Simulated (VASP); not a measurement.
# AlGaN2 (P-4m2) in VASP: notebook, part 2 of 3

VASP 6.6.1. The steps go on from the part before.

## (3) Single point, r2SCAN (mode 12 (706.6 1/cm) frozen in, largest displacement +0.090 Å)

The input, POSCAR:

```
AlGaN2
1.0
    3.1408770487      0.0000000000      0.0000000000
    0.0000000000      3.1408770487      0.0000000000
    0.0000000000      0.0000000000      4.4238379400
Al Ga N
1 1 2
Direct
    0.5000000000      0.5000000000      0.5000000000
    0.0000000000      0.0000000000      0.0000000000
    0.5000000000      0.0000000000      0.7179204843
    0.0000000000      0.5000000000      0.2820795157
```

The input, INCAR.step1:

```
SYSTEM = AlGaN2
ALGO = Normal ; EDIFF = 1E-4
ENCUT = 520 ; GGA = PE
ISMEAR = 0 ; LASPH = .TRUE.
LCHARG = .FALSE. ; LREAL = .FALSE.
LWAVE = .TRUE. ; NBANDS = 21
NELM = 100 ; PREC = Accurate
SIGMA = 0.05
```

The input, INCAR.step2:

```
SYSTEM = AlGaN2
ALGO = Normal ; EDIFF = 1E-7
ENCUT = 520 ; ISIF = 2
ISMEAR = 0 ; ISTART = 1
LASPH = .TRUE. ; LCHARG = .FALSE.
LMIXTAU = .TRUE. ; LREAL = .FALSE.
LWAVE = .FALSE. ; METAGGA = R2SCAN
NBANDS = 21 ; NELM = 100
PREC = Accurate ; SIGMA = 0.05
```

The input, KPOINTS:

```
k-points
0
G
  8 8 6
  0 0 0
```

Potentials or basis: VASP PAW PBE potentials, release 64 (Al, Ga_d, N).

Command:

```
$ cat potpaw_PBE.64/Al/POTCAR potpaw_PBE.64/Ga_d/POTCAR potpaw_PBE.64/N/POTCAR > POTCAR
$ cp INCAR.step1 INCAR
$ mpirun -np 1 vasp_std > vasp.out
$ cp INCAR.step2 INCAR
$ mpirun -np 1 vasp_std > vasp.out
```

OUTCAR:

```text
SYSTEM = AlGaN2
   EDIFF = 1E-7
   ENCUT = 520
   ISIF = 2
   ISMEAR = 0
   ISTART = 1
   LASPH = .TRUE.
   LREAL = .FALSE.
   METAGGA = R2SCAN
   NELM = 100
   PREC = Accurate

 ion  position               nearest neighbor table
   1  0.500  0.500  0.500-   3 1.84   4 1.84   3 1.84   4 1.84   2 3.13   2 3.13   2 3.13   2 3.13
                             2 3.13   2 3.13   2 3.13   2 3.13
   2  0.000  0.000  0.000-   3 2.01   4 2.01   4 2.01   3 2.01   1 3.13   1 3.13   1 3.13   1 3.13
                             1 3.13   1 3.13   1 3.13   1 3.13
   3  0.500  0.000  0.718-   1 1.84   1 1.84   2 2.01   2 2.01
   4  0.000  0.500  0.282-   1 1.84   1 1.84   2 2.01   2 2.01

  LATTYP: Found a simple tetragonal cell.
 ALAT       =     3.1408770487
 C/A-ratio  =     1.4084721788

  Lattice vectors:

 A1 = (   3.1408770487,   0.0000000000,   0.0000000000)
 A2 = (   0.0000000000,   3.1408770487,   0.0000000000)
 A3 = (   0.0000000000,   0.0000000000,   4.4238379400)

Analysis of symmetry for initial positions (statically):
=====================================================================
 Subroutine PRICEL returns:
 Original cell was already a primitive cell.

 Routine SETGRP: Setting up the symmetry group for a
 simple tetragonal supercell.

 Subroutine GETGRP returns: Found  8 space group operations
 (whereof  8 operations were pure point group operations)
 out of a pool of 16 trial point group operations.

The static configuration has the point symmetry D_2d.

Analysis of symmetry for dynamics (positions and initial velocities):
=====================================================================
 Subroutine PRICEL returns:
 Original cell was already a primitive cell.

 Routine SETGRP: Setting up the symmetry group for a
 simple tetragonal supercell.

[... 124 lines left out ...]
   EFERMI_NEDOS =   21; number of points for ismear=-14 and -15
   IALGO  =     38    algorithm
   IMIX   =      4    mixing-type and parameters
     AMIX     =   0.40;   BMIX     =  1.00
     AMIX_MAG =   1.60;   BMIX_MAG =  1.00
  volume/ion in A,a.u.               =      10.91        73.63
  Fermi-wavevector in a.u.,A,eV,Ry     =   1.377523  2.603141 25.818009  1.897570
  Thomas-Fermi vector in A             =   2.502669
   LORBIT       =      0    0 simple, 1 ext, 2 COOP (PROOUT), +10 PAW based schemes
   METAGGA = R2SCAN    functional components
   LHFCALC =     F    Hartree Fock is set to
   AEXX    =    0.0000 exact exchange contribution
   IVDW    =     0    specifies the selected vdW correction
   LEPSILON=     F    determine dielectric tensor
   LRPA    =     F    only Hartree local field effects (RPA)
 non-spin polarized calculation
 Gauss-broadening in eV      SIGMA  =   0.05
  energy-cutoff  :      520.00
  volume of cell :       43.64
 maximum number of plane-waves:      1208
 NGX is ok and might be reduce to    24
   NGX = 11   NGY = 11   NGZ = 17

 number of electron      25.9999981 magnetization

 Free energy of the ion-electron system (eV)
  ---------------------------------------------------
  ext. energy  EPLUGINS =         0.00000000
  ---------------------------------------------------
  free energy    TOTEN  =       -40.86652692 eV

  energy without entropy =      -40.86652692  energy(sigma->0) =      -40.86652692

 E-fermi :   5.6182     XC(G=0): -12.0746

 val. band max:        5.3701478113   @ k =   0.0000   0.0000   0.0000
 cond. band min:       8.5305039463   @ k =   0.0000   0.0000   0.0000
 fundamental gap:      3.1603561350
 Fermi energy:         5.6181721266

 k-point     1 :       0.0000    0.0000    0.0000
  band No.  band energies     occupation
      1     -10.9056      2.00000
      2      -9.2324      2.00000
      3      -8.1334      2.00000
      4      -8.1334      2.00000
      5      -8.0778      2.00000
      6      -7.9873      2.00000
[... 565 lines left out ...]
     20      18.7820      0.00000
     21      18.9515      0.00000

 [... further k-points ...]

------------------------ aborting loop because EDIFF is reached ----------------------------------------

  FORCE on cell =-STRESS in cart. coord.  units (eV):
  Direction    XX          YY          ZZ          XY          YZ          ZX
  --------------------------------------------------------------------------------------
  -------------------------------------------------------------------------------------
  Total        0.6958748      0.6958748     -0.4026620      0.0000000      0.0000000      0.0000000
  in kB       25.5470412     25.5470412    -14.7825774      0.0000000      0.0000000      0.0000000
  external PRESSURE =      12.1038350 kB  Pullay stress =       0.0000000 kB

 VOLUME and BASIS-vectors are now :
 -----------------------------------------------------------------------------
  energy-cutoff  :      520.00
  volume of cell :       43.64
      direct lattice vectors                 reciprocal lattice vectors
     3.140877049  0.000000000  0.000000000     0.318382409  0.000000000  0.000000000
     0.000000000  3.140877049  0.000000000     0.000000000  0.318382409  0.000000000
     0.000000000  0.000000000  4.423837940     0.000000000  0.000000000  0.226048064

 POSITION                                       TOTAL-FORCE (eV/Angst)
 -----------------------------------------------------------------------------------
      1.57044      1.57044      2.21192        -0.000000     -0.000000      0.000000
      0.00000      0.00000      0.00000         0.000000      0.000000      0.000000
      1.57044      0.00000      3.17596        -0.000000      0.000000      2.291721
      0.00000      1.57044      1.24787        -0.000000      0.000000     -2.291721
 -----------------------------------------------------------------------------------
    total drift:                               -0.000000      0.000000     -0.000000

  FREE ENERGIE OF THE ION-ELECTRON SYSTEM (eV)
  ---------------------------------------------------
  free  energy   TOTEN  =       -40.8665269238 eV

  energy  without entropy=      -40.8665269238  energy(sigma->0) =      -40.86652692
```

OUTCAR.step1:

```text
SYSTEM = AlGaN2
   EDIFF = 1E-4
   ENCUT = 520
   GGA = PE
   ISMEAR = 0
[... 808 lines left out ...]
      1.57044      1.57044      2.21192         0.000000      0.000000      0.000000
      0.00000      0.00000      0.00000         0.000000     -0.000000      0.000000
      1.57044      0.00000      3.17596        -0.000000     -0.000000      2.160706
      0.00000      1.57044      1.24787         0.000000     -0.000000     -2.160706
 -----------------------------------------------------------------------------------
    total drift:                                0.000000      0.000000     -0.000000

  FREE ENERGIE OF THE ION-ELECTRON SYSTEM (eV)
  ---------------------------------------------------
  free  energy   TOTEN  =       -26.7795132891 eV

  energy  without entropy=      -26.7795132891  energy(sigma->0) =      -26.77951329
```

It took 2.2 min on 1 thread of AMD EPYC 9R45 (Zen 5), shared host; peak memory 0.17 GiB.

Results:

```
Free energy            : -40.8665 eV
Pressure               : 1.2 GPa
Largest force          : 2.292 eV/Å
Band gap on the k mesh : 3.16 eV, direct
```

Forces in eV/Å, atoms in the order of the input:
```
Al   0.000  0.000  0.000
Ga   0.000  0.000  0.000
N    0.000  0.000  2.292
N    0.000  0.000 -2.292
```

Caveat: the cell differs from its parent crystal (mode 12 (706.6 1/cm) frozen in, largest displacement +0.090 Å); the PAW data sets were made with another functional, which shifts forces and pressure a little.

## (4) Single point, r2SCAN (mode 12 (706.6 1/cm) frozen in, largest displacement -0.060 Å)

Edit POSCAR of step 3 so:

```diff
@@ -10,3 +10,3 @@
     0.0000000000      0.0000000000      0.0000000000
-    0.5000000000      0.0000000000      0.7179204843
-    0.0000000000      0.5000000000      0.2820795157
+    0.5000000000      0.0000000000      0.7518276938
+    0.0000000000      0.5000000000      0.2481723062
```

The input, INCAR.step1:

```
  ALGO = Normal
  EDIFF = 1E-4
  ENCUT = 520
  GGA = PE
  ISMEAR = 0
  LASPH = T
  LCHARG = F
  LREAL = F
  LWAVE = T
  NBANDS = 21
  NELM = 60
  PREC = Accurate
  SIGMA = 0.05
```

The input, INCAR.step2:

```
  ALGO = Normal
  EDIFF = 1E-7
  ENCUT = 520
  ISIF = 2
  ISMEAR = 0
  ISTART = 1
  LASPH = T
  LCHARG = F
  LMIXTAU = T
  LREAL = F
  LWAVE = F
  METAGGA = R2SCAN
  NBANDS = 21
  NELM = 60
  PREC = Accurate
  SIGMA = 0.05
```

The input, KPOINTS:

```
k-points
0
Gamma
  8 8 6
```

Potentials or basis: VASP PAW PBE potentials, release 64 (Al, Ga_d, N).

Command:

```
$ cat potpaw_PBE.64/Al/POTCAR potpaw_PBE.64/Ga_d/POTCAR potpaw_PBE.64/N/POTCAR > POTCAR
$ cp INCAR.step1 INCAR
$ mpirun -np 1 vasp_std > vasp.out
$ cp INCAR.step2 INCAR
$ mpirun -np 1 vasp_std > vasp.out
```

OUTCAR:

```text
EDIFF = 1E-7
   ENCUT = 520
   ISIF = 2
   ISMEAR = 0
   ISTART = 1
   LASPH = T
   LREAL = F
   METAGGA = R2SCAN
   NELM = 60
   PREC = Accurate

 ion  position               nearest neighbor table
   1  0.500  0.500  0.500-   3 1.93   4 1.93   3 1.93   4 1.93   2 3.13   2 3.13   2 3.13   2 3.13
                             2 3.13   2 3.13   2 3.13   2 3.13
   2  0.000  0.000  0.000-   3 1.92   4 1.92   4 1.92   3 1.92   1 3.13   1 3.13   1 3.13   1 3.13
                             1 3.13   1 3.13   1 3.13   1 3.13
   3  0.500  0.000  0.752-   2 1.92   2 1.92   1 1.93   1 1.93
   4  0.000  0.500  0.248-   2 1.92   2 1.92   1 1.93   1 1.93

  LATTYP: Found a simple tetragonal cell.
 ALAT       =     3.1408770487
 C/A-ratio  =     1.4084721788

  Lattice vectors:

 A1 = (   3.1408770487,   0.0000000000,   0.0000000000)
 A2 = (   0.0000000000,   3.1408770487,   0.0000000000)
 A3 = (   0.0000000000,   0.0000000000,   4.4238379400)

Analysis of symmetry for initial positions (statically):
=====================================================================
 Subroutine PRICEL returns:
 Original cell was already a primitive cell.

 Routine SETGRP: Setting up the symmetry group for a
 simple tetragonal supercell.

 Subroutine GETGRP returns: Found  8 space group operations
 (whereof  8 operations were pure point group operations)
 out of a pool of 16 trial point group operations.

The static configuration has the point symmetry D_2d.

Analysis of symmetry for dynamics (positions and initial velocities):
=====================================================================
 Subroutine PRICEL returns:
 Original cell was already a primitive cell.

 Routine SETGRP: Setting up the symmetry group for a
 simple tetragonal supercell.

 Subroutine GETGRP returns: Found  8 space group operations
 (whereof  8 operations were pure point group operations)
 out of a pool of 16 trial point group operations.
[... 123 lines left out ...]
   IMIX   =      4    mixing-type and parameters
     AMIX     =   0.40;   BMIX     =  1.00
     AMIX_MAG =   1.60;   BMIX_MAG =  1.00
  volume/ion in A,a.u.               =      10.91        73.63
  Fermi-wavevector in a.u.,A,eV,Ry     =   1.377523  2.603141 25.818009  1.897570
  Thomas-Fermi vector in A             =   2.502669
   LORBIT       =      0    0 simple, 1 ext, 2 COOP (PROOUT), +10 PAW based schemes
   METAGGA = R2SCAN    functional components
   LHFCALC =     F    Hartree Fock is set to
   AEXX    =    0.0000 exact exchange contribution
   IVDW    =     0    specifies the selected vdW correction
   LEPSILON=     F    determine dielectric tensor
   LRPA    =     F    only Hartree local field effects (RPA)
 non-spin polarized calculation
 Gauss-broadening in eV      SIGMA  =   0.05
  energy-cutoff  :      520.00
  volume of cell :       43.64
 maximum number of plane-waves:      1208
 NGX is ok and might be reduce to    24
   NGX = 11   NGY = 11   NGZ = 17

 number of electron      25.9999980 magnetization

 Free energy of the ion-electron system (eV)
  ---------------------------------------------------
  ext. energy  EPLUGINS =         0.00000000
  ---------------------------------------------------
  free energy    TOTEN  =       -40.98234689 eV

  energy without entropy =      -40.98234689  energy(sigma->0) =      -40.98234689

 E-fermi :   5.7288     XC(G=0): -12.0639

 val. band max:        5.4310614103   @ k =   0.0000   0.0000   0.0000
 cond. band min:       8.8206021869   @ k =   0.0000   0.0000   0.0000
 fundamental gap:      3.3895407766
 Fermi energy:         5.7287829579

 k-point     1 :       0.0000    0.0000    0.0000
  band No.  band energies     occupation
      1     -10.9220      2.00000
      2      -9.3664      2.00000
      3      -7.8333      2.00000
      4      -7.8333      2.00000
      5      -7.7497      2.00000
      6      -7.5522      2.00000
[... 565 lines left out ...]
     20      18.3496      0.00000
     21      18.4461      0.00000

 [... further k-points ...]

------------------------ aborting loop because EDIFF is reached ----------------------------------------

  FORCE on cell =-STRESS in cart. coord.  units (eV):
  Direction    XX          YY          ZZ          XY          YZ          ZX
  --------------------------------------------------------------------------------------
  -------------------------------------------------------------------------------------
  Total        0.1444342      0.1444342      0.1919172      0.0000000      0.0000000     -0.0000000
  in kB        5.3024846      5.3024846      7.0456881      0.0000000      0.0000000     -0.0000000
  external PRESSURE =       5.8835525 kB  Pullay stress =       0.0000000 kB

 VOLUME and BASIS-vectors are now :
 -----------------------------------------------------------------------------
  energy-cutoff  :      520.00
  volume of cell :       43.64
      direct lattice vectors                 reciprocal lattice vectors
     3.140877049  0.000000000  0.000000000     0.318382409  0.000000000  0.000000000
     0.000000000  3.140877049  0.000000000     0.000000000  0.318382409  0.000000000
     0.000000000  0.000000000  4.423837940     0.000000000  0.000000000  0.226048064

 POSITION                                       TOTAL-FORCE (eV/Angst)
 -----------------------------------------------------------------------------------
      1.57044      1.57044      2.21192         0.000000      0.000000      0.000000
      0.00000      0.00000      0.00000         0.000000     -0.000000      0.000000
      1.57044      0.00000      3.32596         0.000000      0.000000     -1.558269
      0.00000      1.57044      1.09787        -0.000000      0.000000      1.558269
 -----------------------------------------------------------------------------------
    total drift:                                0.000000      0.000000      0.000000

  FREE ENERGIE OF THE ION-ELECTRON SYSTEM (eV)
  ---------------------------------------------------
  free  energy   TOTEN  =       -40.9823468877 eV

  energy  without entropy=      -40.9823468877  energy(sigma->0) =      -40.98234689
```

OUTCAR.step1:

```text
EDIFF = 1E-4
   ENCUT = 520
   GGA = PE
   ISMEAR = 0
[... 808 lines left out ...]
      1.57044      1.57044      2.21192         0.000000     -0.000000      0.000000
      0.00000      0.00000      0.00000         0.000000      0.000000      0.000000
      1.57044      0.00000      3.32596         0.000000      0.000000     -1.514250
      0.00000      1.57044      1.09787         0.000000      0.000000      1.514250
 -----------------------------------------------------------------------------------
    total drift:                                0.000000      0.000000      0.000000

  FREE ENERGIE OF THE ION-ELECTRON SYSTEM (eV)
  ---------------------------------------------------
  free  energy   TOTEN  =       -26.8823765272 eV

  energy  without entropy=      -26.8823765272  energy(sigma->0) =      -26.88237653
```

Wall time 1.9 min (1 thread of AMD EPYC 9R45 (Zen 5), shared host); peak memory 0.17 GiB.

Results:

* Free energy: -40.9823 eV
* Pressure: 0.6 GPa
* Largest force: 1.558 eV/Å
* Band gap on the k mesh: 3.39 eV, direct

Forces on the atoms (eV/Å):
```
Al   0.000  0.000  0.000
Ga   0.000  0.000  0.000
N    0.000  0.000 -1.558
N    0.000  0.000  1.558
```

Levels at points of the mesh, in eV from the valence-band top:
| k point | band 9 | band 10 | band 11 | band 12 | band 13 | band 14 | band 15 | band 16 | band 17 | band 18 |
| --- | --- | --- | --- | --- | --- | --- | --- | --- | --- | --- |
| (0.00, 0.00, 0.00) | -2.41 | -2.41 | -0.05 | 0.00 | 0.00 | 3.39 | 3.87 | 8.31 | 12.15 | 12.16 |
| (0.50, 0.00, 0.00) | -4.50 | -3.04 | -2.80 | -0.93 | -0.79 | 7.98 | 8.01 | 8.51 | 9.12 | 11.02 |
| (0.50, 0.50, 0.00) | -4.95 | -2.42 | -2.38 | -2.38 | -2.31 | 3.83 | 3.83 | 7.38 | 9.42 | 13.20 |
| (0.00, 0.00, 0.50) | -2.65 | -1.69 | -1.69 | -0.95 | -0.95 | 5.83 | 5.87 | 8.90 | 10.01 | 12.15 |
| (0.50, 0.00, 0.50) | -6.27 | -0.91 | -0.90 | -0.67 | -0.60 | 5.94 | 7.33 | 9.90 | 10.18 | 11.00 |
| (0.50, 0.50, 0.50) | -4.25 | -3.97 | -3.41 | -3.28 | -3.28 | 6.71 | 6.71 | 10.28 | 11.76 | 11.95 |

Caveat: the cell differs from its parent crystal (mode 12 (706.6 1/cm) frozen in, largest displacement -0.060 Å); the PAW data sets were made with another functional, which shifts forces and pressure a little. A k mesh can miss the band edges.

## (5) Single point, r2SCAN (mode 12 (706.6 1/cm) frozen in, largest displacement +0.030 Å)

Edit POSCAR of step 4 so:

```diff
@@ -10,3 +10,3 @@
     0.0000000000      0.0000000000      0.0000000000
-    0.5000000000      0.0000000000      0.7518276938
-    0.0000000000      0.5000000000      0.2481723062
+    0.5000000000      0.0000000000      0.7314833681
+    0.0000000000      0.5000000000      0.2685166319
```

The input, INCAR.step1:

```
SYSTEM = AlGaN2
PREC = Accurate ; ENCUT = 520
ISMEAR = 0 ; SIGMA = 0.05
LREAL = .FALSE. ; LASPH = .TRUE.
NELM = 80 ; NBANDS = 21
GGA = PE ; ALGO = Normal
EDIFF = 1E-4 ; LWAVE = .TRUE.
LCHARG = .FALSE.
```

The input, INCAR.step2:

```
SYSTEM = AlGaN2
PREC = Accurate ; ENCUT = 520
EDIFF = 1E-6 ; ISMEAR = 0
SIGMA = 0.05 ; LREAL = .FALSE.
LASPH = .TRUE. ; NELM = 80
ALGO = Normal ; ISIF = 2
LWAVE = .FALSE. ; LCHARG = .FALSE.
METAGGA = R2SCAN ; LMIXTAU = .TRUE.
NBANDS = 21 ; ISTART = 1
```

The input, KPOINTS:

```
Automatic mesh
0
G
  8 8 6
  0 0 0
```

Command:

```
$ cat potpaw_PBE.64/Al/POTCAR potpaw_PBE.64/Ga_d/POTCAR potpaw_PBE.64/N/POTCAR > POTCAR
$ cp INCAR.step1 INCAR
$ mpirun -np 1 vasp_std > vasp.out
$ cp INCAR.step2 INCAR
$ mpirun -np 1 vasp_std > vasp.out
```

It took 2 min on 1 thread of AMD EPYC 9R45 (Zen 5), shared host; peak memory 0.17 GiB.

It converged, with:

```
Free energy            : -41.0517 eV
Pressure               : 0.1 GPa
Largest force          : 0.776 eV/Å
Band gap on the k mesh : 3.31 eV, direct
```

Forces in eV/Å, atoms in the order of the input:
```
Al   0.000  0.000  0.000
Ga   0.000  0.000  0.000
N    0.000  0.000  0.776
N    0.000  0.000 -0.776
```

Stress tensor (GPa, compression positive):
```
 0.32  0.00  0.00
 0.00  0.32  0.00
 0.00  0.00 -0.45
```

Levels at points of the mesh, in eV from the valence-band top:
```csv
k point,band 10,band 11,band 12,band 13,band 14,band 15,band 16,band 17
"(0.00, 0.00, 0.00)",-2.41,-0.34,0.00,0.00,3.31,4.23,8.38,11.96
"(0.50, 0.00, 0.00)",-2.96,-2.94,-1.13,-0.61,7.58,7.61,8.78,9.16
"(0.50, 0.50, 0.00)",-2.37,-2.28,-2.28,-2.23,3.82,3.82,6.74,9.53
"(0.00, 0.00, 0.50)",-1.65,-1.65,-0.98,-0.98,5.80,6.04,8.54,10.10
"(0.50, 0.00, 0.50)",-1.11,-0.91,-0.61,-0.49,5.67,7.19,10.04,10.23
"(0.50, 0.50, 0.50)",-4.05,-3.31,-3.22,-3.22,6.80,6.80,9.22,11.34
```

Caveat: the cell differs from its parent crystal (mode 12 (706.6 1/cm) frozen in, largest displacement +0.030 Å); the PAW data sets were made with another functional, which shifts forces and pressure a little.

(Continued in part 3 of 3.)
